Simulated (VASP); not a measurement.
A run of VASP 6.6.1 is set up as follows.

Contents of INCAR:

```
PREC = Accurate ; ENCUT = 500
EDIFF = 1E-6 ; ISMEAR = -1
SIGMA = 0.2 ; LREAL = F
LASPH = T ; NELM = 120
ALGO = Normal ; ISIF = 2
LWAVE = F ; LCHARG = F
GGA = CA ; NBANDS = 12
GGA_COMPAT = F
```

Contents of KPOINTS:

```
Automatic mesh
0
Gamma
  8 8 8
```

POSCAR

```
Ti
1.0
    0.0000000000      2.0300000000      2.0300000000
    2.0300000000      0.0000000000      2.0300000000
    2.0300000000      2.0300000000      0.0000000000
Ti
1
Direct
    0.0000000000      0.0000000000      0.0000000000
```

Potentials or basis: VASP PAW LDA potentials, release 64 (Ti_sv).

Command:

```console
$ cat potpaw_LDA.64/Ti_sv/POTCAR > POTCAR
$ mpirun -np 1 vasp_std > vasp.out
```

Q: Predict the band gap on the k mesh.

A: Zero (band 6 reaches 9.27 eV, above the bottom of band 7 at 8.01 eV).

Q: What does it give for the pressure?

A: -3.9 GPa.
